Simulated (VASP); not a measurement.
# CdAg2 (Fd-3m) in VASP: a series of runs

CdAg2 is run at these levels: PBE; tasks: single point, relaxation of cell and atoms.

Everything below comes from runs of VASP 6.6.1. Logs are shortened: lines on timing, memory, paths and dates and some standing lists are left out, and cuts for length are marked.

## Step 1: The cell of the first run

The structure is cubic, space group Fd-3m (No. 227). The conventional cell has a = 7.861 Å, b = 7.861 Å, c = 7.861 Å, α = 90.00°, β = 90.00°, γ = 90.00°. Cd (site symmetry -43m) has 12 Ag at 3.26 Å and 4 Cd at 3.40 Å within 4.3 Å. Within 3.7 Å of Ag (site symmetry -3m) lie 6 Ag at 2.78 Å and 6 Cd at 3.26 Å.

The cell was generated, and may not be a known phase.

## Step 2: Single point, PBE

The input, INCAR:

```
SYSTEM = CdAg2
PREC = Accurate
ENCUT = 520
EDIFF = 1E-6
ISMEAR = 0
SIGMA = 0.1
LREAL = .False.
LASPH = .True.
NELM = 60
ALGO = Normal
ISIF = 2
LWAVE = .False.
LCHARG = .False.
GGA = PE
NBANDS = 43
```

The input, KPOINTS:

```
regular mesh
0
Gamma
  4 4 4
  0 0 0
```

The input, POSCAR:

```
CdAg2
1.0
    0.0000000000      3.9307167000      3.9307167000
    3.9307167000      0.0000000000      3.9307167000
    3.9307167000      3.9307167000      0.0000000000
Cd Ag
2 4
Direct
    0.5000000000      0.5000000000      0.5000000000
    0.7500000000      0.7500000000      0.7500000000
    0.1250000000      0.1250000000      0.1250000000
    0.6250000000      0.1250000000      0.1250000000
    0.1250000000      0.1250000000      0.6250000000
    0.1250000000      0.6250000000      0.1250000000
```

Potentials or basis: VASP PAW PBE potentials, release 64 (Cd, Ag).

Started as:

```sh
> cat potpaw_PBE.64/Cd/POTCAR potpaw_PBE.64/Ag/POTCAR > POTCAR
> mpirun -np 1 vasp_std > vasp.out
```

OUTCAR:

```text
SYSTEM = CdAg2
   PREC = Accurate
   ENCUT = 520
   EDIFF = 1E-6
   ISMEAR = 0
   LREAL = .False.
   LASPH = .True.
   NELM = 60
   ISIF = 2
   GGA = PE

 ion  position               nearest neighbor table
   1  0.500  0.500  0.500-   6 3.26   4 3.26   3 3.26   3 3.26   5 3.26   5 3.26   3 3.26   4 3.26
                             6 3.26   4 3.26   5 3.26   6 3.26   2 3.40   2 3.40   2 3.40   2 3.40
   2  0.750  0.750  0.750-   3 3.26   4 3.26   6 3.26   4 3.26   4 3.26   6 3.26   3 3.26   5 3.26
                             5 3.26   3 3.26   5 3.26   6 3.26   1 3.40   1 3.40   1 3.40   1 3.40
   3  0.125  0.125  0.125-   4 2.78   5 2.78   6 2.78   5 2.78   6 2.78   4 2.78   1 3.26   2 3.26
                             1 3.26   2 3.26   1 3.26   2 3.26
   4  0.625  0.125  0.125-   3 2.78   5 2.78   6 2.78   3 2.78   5 2.78   6 2.78   2 3.26   1 3.26
                             2 3.26   1 3.26   1 3.26   2 3.26
   5  0.125  0.125  0.625-   3 2.78   3 2.78   4 2.78   6 2.78   6 2.78   4 2.78   1 3.26   2 3.26
                             1 3.26   2 3.26   1 3.26   2 3.26
   6  0.125  0.625  0.125-   3 2.78   5 2.78   3 2.78   4 2.78   5 2.78   4 2.78   1 3.26   2 3.26
                             2 3.26   1 3.26   1 3.26   2 3.26

  LATTYP: Found a face centered cubic cell.
 ALAT       =     7.8614334000

  Lattice vectors:

 A1 = (   0.0000000000,   3.9307167000,   3.9307167000)
 A2 = (   3.9307167000,   0.0000000000,   3.9307167000)
 A3 = (   3.9307167000,   3.9307167000,   0.0000000000)

Analysis of symmetry for initial positions (statically):
=====================================================================
 Subroutine PRICEL returns:
 Original cell was already a primitive cell.

 Routine SETGRP: Setting up the symmetry group for a
 face centered cubic supercell.

 Subroutine GETGRP returns: Found 48 space group operations
 (whereof 24 operations were pure point group operations)
 out of a pool of 48 trial point group operations.

The static configuration has the point symmetry T_d .
 The point group associated with its full space group is O_h .

Analysis of symmetry for dynamics (positions and initial velocities):
=====================================================================
 Subroutine PRICEL returns:
 Original cell was already a primitive cell.

 Routine SETGRP: Setting up the symmetry group for a
 face centered cubic supercell.

 Subroutine GETGRP returns: Found 48 space group operations
 (whereof 24 operations were pure point group operations)
 out of a pool of 48 trial point group operations.

The dynamic configuration has the point symmetry T_d .
 The point group associated with its full space group is O_h .

[... 94 lines left out ...]
   NFREE  =      0    steps in history (QN), initial steepest desc. (CG)
   ISIF   =      2    stress and relaxation
   ISYM   =      2    0-nonsym 1-usesym 2-fastsym
   POTIM  = 0.5000    time-step for ionic-motion
   TEBEG  =    0.0;   TEEND  =   0.0 temperature during run
   PSTRESS=    0.0 pullay stress
   NELECT =      68.0000    total number of electrons
   NUPDOWN=      -1.0000    fix difference up-down
   EMIN   =  10.00;   EMAX   =-10.00  energy-range for DOS
   EFERMI =   0.00;   METHOD = LEGACY
   ISMEAR =     0;   SIGMA  =   0.10  broadening in eV -4-tet -1-fermi 0-gaus
   EFERMI_NEDOS =   21; number of points for ismear=-14 and -15
   IALGO  =     38    algorithm
   IMIX   =      4    mixing-type and parameters
     AMIX     =   0.40;   BMIX     =  1.00
     AMIX_MAG =   1.60;   BMIX_MAG =  1.00
  volume/ion in A,a.u.               =      20.24       136.61
  Fermi-wavevector in a.u.,A,eV,Ry     =   1.349261  2.549734 24.769488  1.820506
  Thomas-Fermi vector in A             =   2.476863
   LORBIT       =      0    0 simple, 1 ext, 2 COOP (PROOUT), +10 PAW based schemes
   GGA     = PE    functional components
   LHFCALC =     F    Hartree Fock is set to
   AEXX    =    0.0000 exact exchange contribution
   IVDW    =     0    specifies the selected vdW correction
   LEPSILON=     F    determine dielectric tensor
   LRPA    =     F    only Hartree local field effects (RPA)
 non-spin polarized calculation
 Gauss-broadening in eV      SIGMA  =   0.10
  energy-cutoff  :      520.00
  volume of cell :      121.46
 maximum number of plane-waves:      3294
 NGX is ok and might be reduce to    42
   NGX = 21   NGY = 21   NGZ = 21

 number of electron      68.0000004 magnetization

 Free energy of the ion-electron system (eV)
  ---------------------------------------------------
  ext. energy  EPLUGINS =         0.00000000
  ---------------------------------------------------
  free energy    TOTEN  =       -11.97321607 eV

  energy without entropy =      -11.95570596  energy(sigma->0) =      -11.96446101

 E-fermi :   5.2094     XC(G=0): -11.2498

 val. band max:        5.1519297088   @ k =   0.2500   0.2500   0.0000
 cond. band min:       5.3440981035   @ k =  -0.2500   0.2500   0.0000
 fundamental gap:      0.1921683947
 Fermi energy:         5.2094047884

 k-point     1 :       0.0000    0.0000    0.0000
  band No.  band energies     occupation
      1      -3.2632      2.00000
      2      -3.2632      2.00000
      3      -3.2632      2.00000
      4      -3.2473      2.00000
      5      -3.2473      2.00000
      6      -2.9928      2.00000
[... 357 lines left out ...]
     42      12.9637      0.00000
     43      13.0465      0.00000

------------------------ aborting loop because EDIFF is reached ----------------------------------------

  FORCE on cell =-STRESS in cart. coord.  units (eV):
  Direction    XX          YY          ZZ          XY          YZ          ZX
  --------------------------------------------------------------------------------------
  -------------------------------------------------------------------------------------
  Total        0.1745513      0.1745513      0.1745513      0.0000000      0.0000000      0.0000000
  in kB        2.3024405      2.3024405      2.3024405      0.0000000      0.0000000      0.0000000
  external PRESSURE =       2.3024405 kB  Pullay stress =       0.0000000 kB

 VOLUME and BASIS-vectors are now :
 -----------------------------------------------------------------------------
  energy-cutoff  :      520.00
  volume of cell :      121.46
      direct lattice vectors                 reciprocal lattice vectors
     0.000000000  3.930716700  3.930716700    -0.127203266  0.127203266  0.127203266
     3.930716700  0.000000000  3.930716700     0.127203266 -0.127203266  0.127203266
     3.930716700  3.930716700  0.000000000     0.127203266  0.127203266 -0.127203266

 POSITION                                       TOTAL-FORCE (eV/Angst)
 -----------------------------------------------------------------------------------
      3.93072      3.93072      3.93072        -0.000000      0.000000      0.000000
      5.89608      5.89608      5.89608         0.000000     -0.000000     -0.000000
      0.98268      0.98268      0.98268        -0.000000     -0.000000     -0.000000
      0.98268      2.94804      2.94804        -0.000000     -0.000000     -0.000000
      2.94804      2.94804      0.98268        -0.000000      0.000000     -0.000000
      2.94804      0.98268      2.94804        -0.000000      0.000000     -0.000000
 -----------------------------------------------------------------------------------
    total drift:                                0.000000     -0.000000      0.000000

  FREE ENERGIE OF THE ION-ELECTRON SYSTEM (eV)
  ---------------------------------------------------
  free  energy   TOTEN  =       -11.9732160655 eV

  energy  without entropy=      -11.9557059619  energy(sigma->0) =      -11.96446101
```

OSZICAR:

```text
N       E                     dE             d eps       ncg     rms          rms(c)
DAV:   1     0.500247202067E+03    0.50025E+03   -0.35565E+04   688   0.157E+03
DAV:   2     0.222624510227E+01   -0.49802E+03   -0.47822E+03   711   0.383E+02
DAV:   3    -0.128172395227E+02   -0.15043E+02   -0.14921E+02   780   0.757E+01
DAV:   4    -0.128866665513E+02   -0.69427E-01   -0.69365E-01   759   0.481E+00
DAV:   5    -0.128871505374E+02   -0.48399E-03   -0.48398E-03   731   0.404E-01    0.101E+01
DAV:   6    -0.120473909573E+02    0.83976E+00   -0.26874E+00   744   0.115E+01    0.705E+00
DAV:   7    -0.119843497217E+02    0.63041E-01   -0.10518E-01   755   0.205E+00    0.387E+00
DAV:   8    -0.119735416389E+02    0.10808E-01   -0.38892E-02   750   0.122E+00    0.327E-01
DAV:   9    -0.119732151744E+02    0.32646E-03   -0.20626E-03   747   0.334E-01    0.202E-01
DAV:  10    -0.119732039114E+02    0.11263E-04   -0.44625E-04   771   0.105E-01    0.275E-02
DAV:  11    -0.119732158727E+02   -0.11961E-04   -0.16066E-05   731   0.237E-02    0.110E-02
DAV:  12    -0.119732160655E+02   -0.19285E-06   -0.77193E-07   480   0.568E-03
   1 F= -.11973216E+02 E0= -.11964461E+02  d E =-.175101E-01
```

stdout:

```text
POSCAR found type information on POSCAR CdAg
 POSCAR found :  2 types and       6 ions
 scaLAPACK will be used
 LDA part: xc-table for (Slater+PW92), standard interpolation
 POSCAR, INCAR and KPOINTS ok, starting setup
 FFT: planning ... GRIDC
 FFT: planning ... GRID_SOFT
 FFT: planning ... GRID
 WAVECAR not read
 entering main loop
```

It took 29 s on 1 thread of AMD EPYC 9R45 (Zen 5), shared host; peak memory 0.22 GiB.

Results:

| Property | Result |
| --- | --- |
| Free energy | -11.9732 eV |
| Pressure | 0.2 GPa |
| Band gap on the k mesh | zero (bands 34 and 35 overlap by 1.38 eV) |

## Step 3: Single point, PBE

The input, INCAR:

```
PREC = Accurate ; ENCUT = 520
EDIFF = 1E-6 ; ISMEAR = 0
SIGMA = 0.1 ; LREAL = F
LASPH = T ; NELM = 100
ALGO = Fast ; ISIF = 2
LWAVE = F ; LCHARG = F
GGA = PE ; NBANDS = 43
```

The input, KPOINTS:

```
Automatic mesh
0
Gamma
  8 8 8
```

POSCAR is that of step 2.

Potentials or basis: VASP PAW PBE potentials, release 64 (Cd, Ag).

Started as:

```sh
> cat potpaw_PBE.64/Cd/POTCAR potpaw_PBE.64/Ag/POTCAR > POTCAR
> mpirun -np 1 vasp_std > vasp.out
```

OUTCAR:

```text
PREC = Accurate
   ENCUT = 520
   EDIFF = 1E-6
   ISMEAR = 0
   LREAL = F
   LASPH = T
   NELM = 100
   ISIF = 2
   GGA = PE

 ion  position               nearest neighbor table
   1  0.500  0.500  0.500-   6 3.26   4 3.26   3 3.26   3 3.26   5 3.26   5 3.26   3 3.26   4 3.26
                             6 3.26   4 3.26   5 3.26   6 3.26   2 3.40   2 3.40   2 3.40   2 3.40
   2  0.750  0.750  0.750-   3 3.26   4 3.26   6 3.26   4 3.26   4 3.26   6 3.26   3 3.26   5 3.26
                             5 3.26   3 3.26   5 3.26   6 3.26   1 3.40   1 3.40   1 3.40   1 3.40
   3  0.125  0.125  0.125-   4 2.78   5 2.78   6 2.78   5 2.78   6 2.78   4 2.78   1 3.26   2 3.26
                             1 3.26   2 3.26   1 3.26   2 3.26
   4  0.625  0.125  0.125-   3 2.78   5 2.78   6 2.78   3 2.78   5 2.78   6 2.78   2 3.26   1 3.26
                             2 3.26   1 3.26   1 3.26   2 3.26
   5  0.125  0.125  0.625-   3 2.78   3 2.78   4 2.78   6 2.78   6 2.78   4 2.78   1 3.26   2 3.26
                             1 3.26   2 3.26   1 3.26   2 3.26
   6  0.125  0.625  0.125-   3 2.78   5 2.78   3 2.78   4 2.78   5 2.78   4 2.78   1 3.26   2 3.26
                             2 3.26   1 3.26   1 3.26   2 3.26

  LATTYP: Found a face centered cubic cell.
 ALAT       =     7.8614334000

  Lattice vectors:

 A1 = (   0.0000000000,   3.9307167000,   3.9307167000)
 A2 = (   3.9307167000,   0.0000000000,   3.9307167000)
 A3 = (   3.9307167000,   3.9307167000,   0.0000000000)

Analysis of symmetry for initial positions (statically):
=====================================================================
 Subroutine PRICEL returns:
 Original cell was already a primitive cell.

 Routine SETGRP: Setting up the symmetry group for a
 face centered cubic supercell.

 Subroutine GETGRP returns: Found 48 space group operations
 (whereof 24 operations were pure point group operations)
 out of a pool of 48 trial point group operations.

The static configuration has the point symmetry T_d .
 The point group associated with its full space group is O_h .

Analysis of symmetry for dynamics (positions and initial velocities):
=====================================================================
 Subroutine PRICEL returns:
 Original cell was already a primitive cell.

 Routine SETGRP: Setting up the symmetry group for a
 face centered cubic supercell.

 Subroutine GETGRP returns: Found 48 space group operations
[... 137 lines left out ...]
   GGA     = PE    functional components
   LHFCALC =     F    Hartree Fock is set to
   AEXX    =    0.0000 exact exchange contribution
   IVDW    =     0    specifies the selected vdW correction
   LEPSILON=     F    determine dielectric tensor
   LRPA    =     F    only Hartree local field effects (RPA)
 non-spin polarized calculation
 RMM-DIIS sequential band-by-band and
 Gauss-broadening in eV      SIGMA  =   0.10
  energy-cutoff  :      520.00
  volume of cell :      121.46
 maximum number of plane-waves:      3294
 NGX is ok and might be reduce to    42
   NGX = 21   NGY = 21   NGZ = 21

 number of electron      68.0000004 magnetization

 Free energy of the ion-electron system (eV)
  ---------------------------------------------------
  ext. energy  EPLUGINS =         0.00000000
  ---------------------------------------------------
  free energy    TOTEN  =       -12.19953658 eV

  energy without entropy =      -12.18743285  energy(sigma->0) =      -12.19348472

 E-fermi :   5.4020     XC(G=0): -11.2476

 val. band max:        5.3661263045   @ k =  -0.3750   0.2500   0.0000
 cond. band min:       5.4057224314   @ k =   0.2500   0.0000   0.0000
 fundamental gap:      0.0395961269
 Fermi energy:         5.4019568238

 k-point     1 :       0.0000    0.0000    0.0000
  band No.  band energies     occupation
      1      -3.2835      2.00000
      2      -3.2835      2.00000
      3      -3.2835      2.00000
      4      -3.2678      2.00000
      5      -3.2678      2.00000
      6      -3.0132      2.00000
[... 1093 lines left out ...]
     42      12.3798      0.00000
     43      13.9301      0.00000

 [... further k-points ...]
[... 5 lines left out ...]
  --------------------------------------------------------------------------------------
  -------------------------------------------------------------------------------------
  Total        0.0324575      0.0324575      0.0324575     -0.0000000      0.0000000     -0.0000000
  in kB        0.4281342      0.4281342      0.4281342     -0.0000000      0.0000000     -0.0000000
  external PRESSURE =       0.4281342 kB  Pullay stress =       0.0000000 kB

 VOLUME and BASIS-vectors are now :
 -----------------------------------------------------------------------------
  energy-cutoff  :      520.00
  volume of cell :      121.46
      direct lattice vectors                 reciprocal lattice vectors
     0.000000000  3.930716700  3.930716700    -0.127203266  0.127203266  0.127203266
     3.930716700  0.000000000  3.930716700     0.127203266 -0.127203266  0.127203266
     3.930716700  3.930716700  0.000000000     0.127203266  0.127203266 -0.127203266

 POSITION                                       TOTAL-FORCE (eV/Angst)
 -----------------------------------------------------------------------------------
      3.93072      3.93072      3.93072        -0.000000      0.000000      0.000000
      5.89608      5.89608      5.89608         0.000000     -0.000000      0.000000
      0.98268      0.98268      0.98268        -0.000000      0.000000     -0.000000
      0.98268      2.94804      2.94804        -0.000000      0.000000     -0.000000
      2.94804      2.94804      0.98268        -0.000000      0.000000     -0.000000
      2.94804      0.98268      2.94804        -0.000000      0.000000     -0.000000
 -----------------------------------------------------------------------------------
    total drift:                                0.000000     -0.000000      0.000000

  FREE ENERGIE OF THE ION-ELECTRON SYSTEM (eV)
  ---------------------------------------------------
  free  energy   TOTEN  =       -12.1995365804 eV

  energy  without entropy=      -12.1874328530  energy(sigma->0) =      -12.19348472
```

stdout:

```text
POSCAR found type information on POSCAR CdAg
 POSCAR found :  2 types and       6 ions
 scaLAPACK will be used
 LDA part: xc-table for (Slater+PW92), standard interpolation
 POSCAR, INCAR and KPOINTS ok, starting setup
 FFT: planning ... GRIDC
 FFT: planning ... GRID_SOFT
 FFT: planning ... GRID
 WAVECAR not read
 entering main loop
```

Wall time 97 s (1 thread of AMD EPYC 9R45 (Zen 5), shared host); peak memory 0.28 GiB.

What came out:

```
Free energy            : -12.1995 eV
Pressure               : 0.0 GPa
Band gap on the k mesh : zero (bands 34 and 35 overlap by 1.40 eV)
```

## Step 4: Single point, PBE

The input, INCAR:

```
PREC     = Accurate       # precision mode
ENCUT    = 520            # plane-wave cutoff, eV
EDIFF    = 1E-6           # SCF threshold, eV
ISMEAR   = -1             # smearing method
SIGMA    = 0.15           # smearing width, eV
LREAL    = F              # projectors in reciprocal space
LASPH    = T              # aspherical terms in the spheres
NELM     = 100            # most SCF steps
ALGO     = Fast           # electronic algorithm
ISIF     = 2              # what is computed and relaxed
LWAVE    = F              # write WAVECAR
LCHARG   = F              # write CHGCAR
GGA      = PE             # functional
NBANDS   = 43             # bands
```

KPOINTS is that of step 3.

Edit POSCAR of step 3 so:

```diff
@@ -2,5 +2,5 @@
 1.0
-    0.0000000000      3.9307167000      3.9307167000
-    3.9307167000      0.0000000000      3.9307167000
-    3.9307167000      3.9307167000      0.0000000000
+    0.0000000000      3.9295421254      3.9295421254
+    3.9295421254      0.0000000000      3.9295421254
+    3.9295421254      3.9295421254      0.0000000000
 Cd Ag
```

Started as:

```sh
> cat potpaw_PBE.64/Cd/POTCAR potpaw_PBE.64/Ag/POTCAR > POTCAR
> mpirun -np 1 vasp_std > vasp.out
```

It took 98 s on 1 thread of AMD EPYC 9R45 (Zen 5), shared host; peak memory 0.28 GiB.

It converged, with:

* Free energy: -12.2632 eV
* Pressure: 0.0 GPa
* Band gap on the k mesh: zero (bands 34 and 35 overlap by 1.40 eV)

Levels at points of the mesh, in eV from the Fermi level:
| k point | band 30 | band 31 | band 32 | band 33 | band 34 | band 35 | band 36 | band 37 | band 38 | band 39 |
| --- | --- | --- | --- | --- | --- | --- | --- | --- | --- | --- |
| (0.00, 0.00, 0.00) | -2.62 | -2.62 | -0.27 | 0.74 | 0.74 | 0.74 | 1.94 | 2.33 | 3.01 | 3.01 |
| (0.50, 0.00, 0.00) | -3.56 | -3.56 | -2.62 | 0.03 | 0.48 | 0.48 | 0.93 | 2.22 | 2.22 | 5.19 |
| (0.50, 0.50, 0.00) | -3.68 | -3.62 | -3.62 | -1.03 | -1.03 | -0.64 | -0.64 | 6.11 | 6.11 | 7.05 |

(Part 1 of 2 ends here.)

The gap in the log of VASP goes by the Fermi energy; the results here count the filled bands.